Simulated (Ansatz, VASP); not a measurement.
# Two plane-wave programs on Si3N4

```
CELL_PARAMETERS angstrom
-3.17896 3.17896 3.17896
3.17896 -3.17896 3.17896
3.17896 3.17896 -3.17896
ATOMIC_POSITIONS crystal
Si 0.25000 0.12500 0.87500
Si 0.87500 0.25000 0.12500
Si 0.75000 0.37500 0.62500
Si 0.62500 0.75000 0.37500
Si 0.12500 0.87500 0.25000
Si 0.37500 0.62500 0.75000
N 0.55692 0.55692 0.55692
N 0.44308 0.50000 0.00000
N 0.50000 0.00000 0.94308
N 0.00000 0.44308 0.50000
N 0.94308 0.50000 0.00000
N 0.05692 0.05692 0.05692
N 0.00000 0.94308 0.50000
N 0.50000 0.00000 0.44308
```

Alike in both runs: functional PBE; k mesh 6 × 6 × 6; occupations gaussian, width 0.02 eV; no spin polarisation.

Ansatz relaxed the structure, and its values are those at the end. VASP's run is a single point on that final structure, the one shown.

|  | VASP | Ansatz |
| --- | --- | --- |
| version | VASP 6.6.1 | Ansatz 0.2.0 |
| potentials or method | VASP PAW PBE potentials, release 64 (Si, N), cutoff 520 eV | scalar-relativistic, plane waves, PAW |
| valence electrons in the cell | 64 | 64 |

VASP gave:

* gap on the k mesh at the Fermi level (eV): 4.20
* least direct gap on the mesh (eV): 4.39
* pressure (GPa): 17.0
* rms of the force components (eV/Å): 0.004

Task: What did Ansatz give for the same quantities?

Result: gap on the k mesh at the Fermi level (eV): 4.21; least direct gap on the mesh (eV): 4.40; pressure (GPa): 17.3; rms of the force components (eV/Å): 0.000.

Ansatz's warnings: stress scf threshold loose.
